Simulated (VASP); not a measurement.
Input of a VASP 6.6.1 run:

The input INCAR:

```
SYSTEM = Si4F
PREC     = Accurate       ! precision mode
ENCUT    = 600            ! plane-wave cutoff, eV
EDIFF    = 1E-6           ! SCF threshold, eV
ISMEAR   = 0              ! smearing method
SIGMA    = 0.1            ! smearing width, eV
LREAL    = .FALSE.        ! projectors in reciprocal space
LASPH    = .TRUE.         ! aspherical terms in the spheres
NELM     = 60             ! most SCF steps
ALGO     = Normal         ! electronic algorithm
ISIF     = 3              ! what is computed and relaxed
LWAVE    = .FALSE.        ! write WAVECAR
LCHARG   = .FALSE.        ! write CHGCAR
GGA      = PE             ! functional
IBRION   = 2              ! ionic algorithm
NSW      = 90             ! ionic steps
EDIFFG   = -0.04          ! ionic threshold
```

File KPOINTS:

```
Automatic mesh
0
G
  6 6 6
  0 0 0
```

Contents of POSCAR:

```
Si4F
1.0
   -2.0441001700      2.0441001700      5.0999434600
    2.0441001700     -2.0441001700      5.0999434600
    2.0441001700      2.0441001700     -5.0999434600
Si F
4 1
Direct
    0.7500000000      0.2500000000      0.5000000000
    0.2500000000      0.7500000000      0.5000000000
    0.3957180100      0.3957180100      0.0000000000
    0.6042819900      0.6042819900      0.0000000000
    0.0000000000      0.0000000000      0.0000000000
```

Potentials or basis: VASP PAW PBE potentials, release 64 (Si, F).

The run is started by

```sh
$ cat potpaw_PBE.64/Si/POTCAR potpaw_PBE.64/F/POTCAR > POTCAR
$ mpirun -np 1 vasp_std > vasp.out
```

Predict the relaxed volume.

16.59 Å³/atom.

Estimate the relaxed cell.

a = 5.520 Å, b = 5.520 Å, c = 5.520 Å, α = 134.98°, β = 134.98°, γ = 65.57°.

Step by step:
```
step  energy change (eV)  largest force (eV/Å)  pressure (GPa)  volume (Å³)
   1              0.0000                4.6837           -3.58        85.24
   2             -0.2979                2.6608            3.36        80.61
   3             -0.5979                0.0182           -1.72        82.61
   4             -0.6715                0.0132            1.19        80.49
   5             -0.6830                0.0175            2.68        79.53
   6             -0.7445                0.4276            1.18        81.20
   7             -0.7619                0.8146            0.00        82.61
   8             -0.7816                0.0469           -1.16        84.05
   9             -0.7832                0.1330           -0.91        83.73
  10             -0.7858                0.0499            0.21        82.72
  11             -0.7860                0.0114           -0.02        82.93
```

Caveat: an odd number of electrons without spin polarisation forces a metal; a magnetic or distorted state may lie lower.
